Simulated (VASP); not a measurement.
# SiC30 (a cell with a defect) in VASP: notebook

SiC30 (a cell with a defect) is run at these levels: PBE+D3(BJ); tasks: single point.

All numbers are computed with VASP 6.6.1; they aren't measurements. Logs are shortened: lines on timing, memory, paths and dates and some standing lists are left out, and cuts for length are marked.

## Step 1: The cell of the first run

The cell holds a defect, 31 atoms: a = 6.613 Å, b = 6.619 Å, c = 6.619 Å, α = 96.28°, β = 96.34°, γ = 96.34°.

## Step 2: Single point, PBE+D3(BJ)

Contents of INCAR:

```
SYSTEM = SiC30
  PREC = Accurate
  ENCUT = 520
  EDIFF = 1E-6
  ISMEAR = 0
  SIGMA = 0.02
  LREAL = Auto
  LASPH = .TRUE.
  NELM = 60
  ALGO = Normal
  ISIF = 2
  LWAVE = .FALSE.
  LCHARG = .TRUE.
  GGA = PE
  IVDW = 12
  LELF = .TRUE.
  LVHAR = .TRUE.
  NBANDS = 83
```

Contents of KPOINTS:

```
Automatic mesh
0
Gamma
  2 2 2
  0.5 0.5 0.5
```

Contents of POSCAR:

```
SiC30
1.0
    5.6709571555      0.0000000000     -3.4026574436
   -2.8677434780     -4.9298468454     -3.3594911955
   -2.8677434780      4.9298468454     -3.3594911955
Si C
1 30
Direct
    0.3741633294      0.1267727512      0.4990301575
    0.6564067129      0.7944004873      0.5292242980
    0.9139508576      0.5404876122      0.5389869571
    0.4461608150      0.3040073676      0.3041229899
    0.1419845997      0.2668067388      0.5341109860
    0.6703057405      0.0380793532      0.2799801743
    0.9161947162      0.7869404707      0.2885546025
    0.4186485644      0.5452821520      0.0435976012
    0.1688656805      0.5349019375      0.2939232546
    0.6678897048      0.2971411491      0.0354851503
    0.9154425205      0.0422891234      0.0404125945
    0.4181422769      0.8082678063      0.7953860674
    0.1671951922      0.7906843521      0.0448177735
    0.6629585130      0.5518419762      0.7879892718
    0.9112868362      0.2979287166      0.7936360026
    0.1627101713      0.0457898705      0.8029758677
    0.5690227492      0.9495563870      0.4270659161
    0.8296042575      0.7083024578      0.4545655692
    0.0777913752      0.4453108861      0.4550777210
    0.5932364720      0.2155058183      0.2028954874
    0.8377446404      0.9564650224      0.2053400654
    0.0852191243      0.7017441301      0.2102509710
    0.5846662793      0.4666525782      0.9570195360
    0.3439717936      0.4591566637      0.2167661722
    0.8328298469      0.2113314340      0.9578004654
    0.0795898580      0.9556762737      0.9619417828
    0.5792777335      0.7186736548      0.7043306129
    0.3342290420      0.7131001781      0.9592542754
    0.8283862462      0.4629025956      0.7060188704
    0.0702360496      0.2078094982      0.7105214643
    0.3391360024      0.9867718813      0.7311651577
```

Potentials or basis: VASP PAW PBE potentials, release 64 (Si, C).

Command:

```sh
cat potpaw_PBE.64/Si/POTCAR potpaw_PBE.64/C/POTCAR > POTCAR
mpirun -np 1 vasp_std > vasp.out
```

OUTCAR:

```text
SYSTEM = SiC30
   PREC = Accurate
   ENCUT = 520
   EDIFF = 1E-6
   ISMEAR = 0
   LREAL = Auto
   LASPH = .TRUE.
   NELM = 60
   ISIF = 2
   GGA = PE
   IVDW = 12
 IVDW          = 12

 ion  position               nearest neighbor table
   1  0.374  0.127  0.499-  17 1.90   4 1.90  31 1.90   5 1.90
   2  0.656  0.794  0.529-  17 1.43  27 1.43  18 1.45
   3  0.914  0.540  0.539-  29 1.42  18 1.44  19 1.44
   4  0.446  0.304  0.304-  20 1.39  24 1.43   1 1.90
   5  0.142  0.267  0.534-  30 1.39  19 1.43   1 1.90
   6  0.670  0.038  0.280-  17 1.39  21 1.40  20 1.45
   7  0.916  0.787  0.289-  18 1.42  21 1.43  22 1.43
[... 22 lines left out ...]
  30  0.070  0.208  0.711-   5 1.39  15 1.40  16 1.45
  31  0.339  0.987  0.731-  16 1.39  12 1.43   1 1.90

  LATTYP: Found a base centered monoclinic cell.
 ALAT       =     8.8340554103
 B/A-ratio  =     1.1161005034
 C/A-ratio  =     0.7486322134
 COS(beta)  =    -0.1654005518

  Lattice vectors:

 A1 = (  -2.8677434780,  -4.9298468454,  -3.3594911955)
 A2 = (  -2.8677434780,   4.9298468454,  -3.3594911955)
 A3 = (   5.6709571555,   0.0000000000,  -3.4026574436)

Analysis of symmetry for initial positions (statically):
=====================================================================
 Subroutine PRICEL returns:
 Original cell was already a primitive cell.

 Routine SETGRP: Setting up the symmetry group for a
 base centered monoclinic supercell.

 Subroutine GETGRP returns: Found  1 space group operations
 (whereof  1 operations were pure point group operations)
 out of a pool of  4 trial point group operations.

The static configuration has the point symmetry C_1 .

Analysis of symmetry for dynamics (positions and initial velocities):
=====================================================================
 Subroutine PRICEL returns:
 Original cell was already a primitive cell.

 Routine SETGRP: Setting up the symmetry group for a
 base centered monoclinic supercell.

 Subroutine GETGRP returns: Found  1 space group operations
 (whereof  1 operations were pure point group operations)
 out of a pool of  4 trial point group operations.

The dynamic configuration has the point symmetry C_1 .

 Subroutine INISYM returns: Found  1 space group operations
 (whereof  1 operations are pure point group operations),
 and found     1 'primitive' translations

----------------------------------------------------------------------------------------

                                     Primitive cell

  volume of cell :     284.0526

  direct lattice vectors                    reciprocal lattice vectors
     5.670957156  0.000000000 -3.402657444     0.116610618  0.000000000 -0.099541663
    -2.867743478 -4.929846845 -3.359491195    -0.059054477 -0.101423029 -0.098421722
    -2.867743478  4.929846845 -3.359491195    -0.059054477  0.101423029 -0.098421722

  length of vectors
     6.613458455  6.619178474  6.619178474     0.153318554  0.153169506  0.153169506

  position of ions in fractional coordinates (direct lattice)
     0.374163329  0.126772751  0.499030158
     0.656406713  0.794400487  0.529224298
     0.913950858  0.540487612  0.538986957
     0.446160815  0.304007368  0.304122990
     0.141984600  0.266806739  0.534110986
     0.670305740  0.038079353  0.279980174
[... 23 lines left out ...]
     0.070236050  0.207809498  0.710521464
     0.339136002  0.986771881  0.731165158

  ion indices of the primitive-cell ions
   primitive index   ion index
                 1           1
                 2           2
                 3           3
                 4           4
                 5           5
                 6           6
[... 23 lines left out ...]
                30          30
                31          31

----------------------------------------------------------------------------------------

 KPOINTS: Automatic mesh

Automatic generation of k-mesh.
 Grid dimensions read from file:
 generate k-points for:    2    2    2

 Generating k-lattice:

  Cartesian coordinates                     Fractional coordinates (reciprocal lattice)
     0.058305309  0.000000000 -0.049770831     0.500000000 -0.000000000 -0.000000000
    -0.029527238 -0.050711515 -0.049210861     0.000000000  0.500000000  0.000000000
    -0.029527238  0.050711515 -0.049210861     0.000000000  0.000000000  0.500000000

  Length of vectors
     0.076659277  0.076584753  0.076584753

  Shift w.r.t. Gamma in fractional coordinates (k-lattice)
     0.500000000  0.500000000  0.500000000

 Subroutine IBZKPT returns following result:
 ===========================================

 Found      4 irreducible k-points:

 Following reciprocal coordinates:
            Coordinates               Weight
  0.250000  0.250000  0.250000      2.000000
 -0.250000  0.250000  0.250000      2.000000
  0.250000 -0.250000  0.250000      2.000000
 -0.250000 -0.250000  0.250000      2.000000
   k-points           NKPTS =      4   k-points in BZ     NKDIM =      4   number of bands    NBANDS=     83
   number of dos      NEDOS =    301   number of ions     NIONS =     31
   total plane-waves  NPLWV = 125000
   dimension x,y,z NGX =    50 NGY =   50 NGZ =   50
   dimension x,y,z NGXF=   100 NGYF=  100 NGZF=  100
   ions per type =               1  30
   NGX,Y,Z   is equivalent  to a cutoff of  12.57, 12.56, 12.56 a.u.
   NGXF,Y,Z  is equivalent  to a cutoff of  25.14, 25.12, 25.12 a.u.
 SYSTEM =  SiC30
   PREC   = accura    normal or accurate (medium, high low for compatibility)
   ISTART =      0    job   : 0-new  1-cont  2-samecut
   ICHARG =      2    charge: 1-file 2-atom 10-const
   ISPIN  =      1    spin polarized calculation?
   LNONCOLLINEAR =      F non collinear calculations
   LSORBIT =      F    spin-orbit coupling
   LASPH  =      T    aspherical Exc in radial PAW
   ENCUT  =  520.0 eV  38.22 Ry    6.18 a.u.  12.30 12.31 12.31*2*pi/ulx,y,z
   NELM   =     60;   NELMIN=  2; NELMDL= -5     # of ELM steps
   EDIFF  = 0.1E-05   stopping-criterion for ELM
   LREAL  =      T    real-space projection
   EDIFFG = 0.1E-04   stopping-criterion for IOM
   NSW    =      0    number of steps for IOM
   IBRION =     -1    ionic relax: 0-MD 1-quasi-New 2-CG
   NFREE  =      0    steps in history (QN), initial steepest desc. (CG)
   ISIF   =      2    stress and relaxation
   ISYM   =      2    0-nonsym 1-usesym 2-fastsym
   POTIM  = 0.5000    time-step for ionic-motion
   TEBEG  =    0.0;   TEEND  =   0.0 temperature during run
   PSTRESS=    0.0 pullay stress
   NELECT =     124.0000    total number of electrons
   NUPDOWN=      -1.0000    fix difference up-down
   EMIN   =  10.00;   EMAX   =-10.00  energy-range for DOS
   EFERMI =   0.00;   METHOD = LEGACY
   ISMEAR =     0;   SIGMA  =   0.02  broadening in eV -4-tet -1-fermi 0-gaus
   EFERMI_NEDOS =   21; number of points for ismear=-14 and -15
   IALGO  =     38    algorithm
   IMIX   =      4    mixing-type and parameters
     AMIX     =   0.40;   BMIX     =  1.00
     AMIX_MAG =   1.60;   BMIX_MAG =  1.00
  volume/ion in A,a.u.               =       9.16        61.83
  Fermi-wavevector in a.u.,A,eV,Ry     =   1.241888  2.346828 20.984074  1.542286
  Thomas-Fermi vector in A             =   2.376266
   LORBIT       =      0    0 simple, 1 ext, 2 COOP (PROOUT), +10 PAW based schemes
   GGA     = PE    functional components
   LHFCALC =     F    Hartree Fock is set to
   AEXX    =    0.0000 exact exchange contribution
   IVDW    =    12    specifies the selected vdW correction
   LEPSILON=     F    determine dielectric tensor
   LRPA    =     F    only Hartree local field effects (RPA)
 non-spin polarized calculation
 Gauss-broadening in eV      SIGMA  =   0.02
  energy-cutoff  :      520.00
  volume of cell :      284.05
 maximum number of plane-waves:      7645
 NGX is ok and might be reduce to    50
   NGX = 25   NGY = 25   NGZ = 25

 number of electron     124.0000002 magnetization

 Free energy of the ion-electron system (eV)
  ---------------------------------------------------
  ext. energy  EPLUGINS =         0.00000000
  ---------------------------------------------------
  free energy    TOTEN  =      -277.06461281 eV

  energy without entropy =     -277.06461281  energy(sigma->0) =     -277.06461281

 E-fermi :   4.2822     XC(G=0): -10.2736

 val. band max:        4.1273254360   @ k =   0.2500  -0.2500   0.2500
 cond. band min:       4.5439811390   @ k =   0.2500  -0.2500   0.2500
 fundamental gap:      0.4166557029
 Fermi energy:         4.2822337004

 k-point     1 :       0.2500    0.2500    0.2500
  band No.  band energies     occupation
      1     -14.6323      2.00000
      2     -13.3978      2.00000
      3     -13.3718      2.00000
      4     -13.3142      2.00000
      5     -13.1264      2.00000
      6     -12.7740      2.00000
[... 66 lines left out ...]
     73       9.2001      0.00000
     74      11.0152      0.00000

 k-point     2 :      -0.2500    0.2500    0.2500
  band No.  band energies     occupation
      1     -14.4697      2.00000
      2     -14.0496      2.00000
      3     -13.4867      2.00000
      4     -13.3737      2.00000
      5     -12.2057      2.00000
      6     -12.1324      2.00000
[... 66 lines left out ...]
     73       9.6593      0.00000
     74       9.8723      0.00000

 k-point     3 :       0.2500   -0.2500    0.2500
  band No.  band energies     occupation
      1     -14.4006      2.00000
      2     -14.1779      2.00000
      3     -13.6172      2.00000
      4     -13.0606      2.00000
      5     -12.2792      2.00000
      6     -12.0626      2.00000
[... 66 lines left out ...]
     73       9.6285      0.00000
     74       9.9658      0.00000

 k-point     4 :      -0.2500   -0.2500    0.2500
  band No.  band energies     occupation
      1     -14.4696      2.00000
      2     -14.0498      2.00000
      3     -13.4867      2.00000
      4     -13.3736      2.00000
      5     -12.2058      2.00000
      6     -12.1325      2.00000
[... 66 lines left out ...]
     73       9.6599      0.00000
     74       9.8738      0.00000
 [bands above 74 left out]

------------------------ aborting loop because EDIFF is reached ----------------------------------------

 Edisp (eV)   -4.96680

 E8    (eV) :    -1.4486

  FORCE on cell =-STRESS in cart. coord.  units (eV):
  Direction    XX          YY          ZZ          XY          YZ          ZX
  --------------------------------------------------------------------------------------
  -------------------------------------------------------------------------------------
  Total      16.00663    -4.47846    -1.42121   -17.76380    -0.24278    -0.29822
  in kB      90.28417   -25.26039    -8.01622  -100.19535    -1.36936    -1.68211
  external pressure =       19.00 kB  Pullay stress =        0.00 kB

 VOLUME and BASIS-vectors are now :
 -----------------------------------------------------------------------------
  energy-cutoff  :      520.00
  volume of cell :      284.05
      direct lattice vectors                 reciprocal lattice vectors
     5.670957156  0.000000000 -3.402657444     0.116610618  0.000000000 -0.099541663
    -2.867743478 -4.929846845 -3.359491195    -0.059054477 -0.101423029 -0.098421722
    -2.867743478  4.929846845 -3.359491195    -0.059054477  0.101423029 -0.098421722

 POSITION                                       TOTAL-FORCE (eV/Angst)
 -----------------------------------------------------------------------------------
      0.32722      1.83517     -3.37553         0.000738     -0.002130      0.000752
     -0.07336     -1.30728     -6.68023        -0.010540      0.010457      0.068876
      2.08732     -0.00740     -6.73635         0.002865     -0.002394      0.037044
      0.78620      0.00057     -3.56114        -0.033518      0.034895     -0.158022
     -1.49164      1.31777     -3.17380         0.043906     -0.015372      0.162434
      2.88916      1.19253     -3.34934        -0.012815     -0.005555      0.048166
[... 23 lines left out ...]
     -2.23523      2.47829     -3.32411         0.009414      0.006272      0.045177
     -3.00338     -1.26010     -6.92536         0.029161     -0.035984     -0.161827
 -----------------------------------------------------------------------------------
    total drift:                               -0.016032      0.019569     -0.009915

  FREE ENERGIE OF THE ION-ELECTRON SYSTEM (eV)
  ---------------------------------------------------
  free  energy   TOTEN  =      -282.0314099802 eV

  energy  without entropy=     -282.0314099802  energy(sigma->0) =     -282.03140998
```

It took 95 s on 1 thread of AMD EPYC 9R45 (Zen 5), shared host; peak memory 0.32 GiB.

What came out:

- Free energy: -282.0314 eV
- Pressure: 1.9 GPa
- Largest force: 0.169 eV/Å
- Band gap on the k mesh: 0.42 eV
- Dispersion energy per atom: -0.160 eV

Forces in eV/Å, atoms in the order of the input:
```
Si   0.001 -0.002  0.001
C   -0.011  0.010  0.069
C    0.003 -0.002  0.037
C   -0.034  0.035 -0.158
C    0.044 -0.015  0.162
C   -0.013 -0.006  0.048
C    0.001 -0.004  0.024
C   -0.006  0.006 -0.044
C    0.008 -0.003  0.002
C   -0.004 -0.003 -0.010
C   -0.004 -0.004 -0.002
C    0.012 -0.006 -0.079
C    0.001  0.002 -0.026
C    0.001  0.009  0.004
C    0.008 -0.009  0.012
C   -0.003 -0.018 -0.050
C   -0.046  0.015  0.158
C   -0.007  0.001  0.036
C    0.009 -0.013  0.082
C    0.005  0.020 -0.043
C   -0.003  0.006  0.015
C    0.006 -0.007 -0.006
C    0.009  0.001 -0.029
C   -0.011  0.008 -0.069
C    0.000  0.001 -0.005
C    0.000  0.007 -0.013
C   -0.001  0.001  0.004
C   -0.001 -0.006 -0.032
C   -0.007  0.006  0.029
C    0.009  0.006  0.045
C    0.029 -0.036 -0.162
```

## Step 3: Single point, PBE+D3(BJ)

Contents of INCAR:

```
PREC = Accurate
ENCUT = 520
EDIFF = 1E-6
ISMEAR = 0
SIGMA = 0.02
LREAL = Auto
LASPH = T
NELM = 80
ALGO = Normal
ISIF = 2
LWAVE = F
LCHARG = F
GGA = PE
IVDW = 12
NBANDS = 83
```

KPOINTS is that of step 2.

Contents of POSCAR:

```
SiC30
1.0
    5.6709571555      0.0000000000     -3.4026574436
   -2.8677434780     -4.9298468454     -3.3594911955
   -2.8677434780      4.9298468454     -3.3594911955
Si C
1 30
Direct
    0.3737694456      0.1276872655      0.4986279980
    0.6516180771      0.7912968210      0.5249262742
    0.9081540773      0.5357977318      0.5330631641
    0.4502978655      0.3094579367      0.3090171522
    0.1359211819      0.2610599274      0.5274105953
    0.6669032174      0.0367455494      0.2774546499
    0.9122334204      0.7844456400      0.2845832554
    0.4232353190      0.5511998036      0.0482434080
    0.1678421945      0.5350502817      0.2929222730
    0.6697254102      0.3003087411      0.0375977400
    0.9149748777      0.0430448702      0.0399257064
    0.4233501626      0.8147388837      0.8000968466
    0.1702725499      0.7952624031      0.0479006462
    0.6627019240      0.5527876903      0.7877353542
    0.9084859810      0.2961765710      0.7905032867
    0.1654924716      0.0498075536      0.8048869946
    0.5633773996      0.9460687488      0.4222011559
    0.8240468591      0.7041674613      0.4491035538
    0.0721153176      0.4405507711      0.4489346015
    0.5949401603      0.2187318585      0.2054801284
    0.8347542673      0.9551292701      0.2026300311
    0.0845467660      0.7025555174      0.2095874646
    0.5877654612      0.4709536467      0.9600783753
    0.3475061953      0.4641625340      0.2207612606
    0.8323797854      0.2123596384      0.9573328831
    0.0817537376      0.9591639843      0.9637775150
    0.5793574028      0.7202779965      0.7044407905
    0.3392077108      0.7195004295      0.9640700962
    0.8243471915      0.4600658477      0.7020062238
    0.0673850360      0.2055510088      0.7067972092
    0.3449099661      0.9942650833      0.7362745128
```

Potentials or basis: VASP PAW PBE potentials, release 64 (Si, C).

Command:

```sh
cat potpaw_PBE.64/Si/POTCAR potpaw_PBE.64/C/POTCAR > POTCAR
mpirun -np 1 vasp_std > vasp.out
```

Run time: 89 s. Hardware: 1 thread of AMD EPYC 9R45 (Zen 5), shared host; peak memory 0.32 GiB.

It converged, with:

```yaml
Free_energy: -282.0685 eV
Pressure: 1.1 GPa
Largest_force: 0.051 eV/Å
Band_gap_on_the_k_mesh: 0.52 eV
Dispersion_energy_per_atom: -0.160 eV
```

Forces in eV/Å, atoms in the order of the input:
```
Si  -0.006 -0.002  0.000
C   -0.001  0.007  0.007
C    0.010 -0.019  0.002
C   -0.036  0.036 -0.004
C    0.034 -0.013  0.010
C    0.004 -0.016  0.004
C    0.012 -0.005  0.004
C   -0.014  0.002 -0.002
C    0.007  0.003  0.002
C    0.000 -0.014  0.004
C    0.002  0.005  0.000
C    0.007  0.002  0.006
C   -0.008 -0.006  0.002
C   -0.004  0.005  0.002
C   -0.011  0.000 -0.004
C   -0.005  0.001  0.004
C   -0.036  0.019  0.002
C    0.000  0.000 -0.002
C   -0.004 -0.010 -0.012
C    0.015  0.009  0.002
C    0.003  0.003  0.005
C    0.001 -0.010 -0.002
C    0.009  0.001  0.000
C   -0.018 -0.010  0.001
C   -0.001 -0.004 -0.007
C    0.003  0.007 -0.004
C   -0.001 -0.006 -0.003
C    0.011  0.006 -0.003
C   -0.005  0.007 -0.005
C    0.004  0.022 -0.001
C    0.026 -0.022 -0.008
```

Stress tensor (GPa, compression positive):
```
 7.57 -9.67 -0.16
-9.67 -3.58 -0.16
-0.16 -0.16 -0.59
```

Levels at points of the mesh, in eV from the valence-band top:
```tsv
k point	band 58	band 59	band 60	band 61	band 62	band 63	band 64	band 65	band 66	band 67
(0.25, 0.25, 0.25)	-1.90	-1.81	-1.66	-1.09	-0.92	0.76	2.38	2.62	2.69	3.29
```

(Continued in part 2 of 2.)
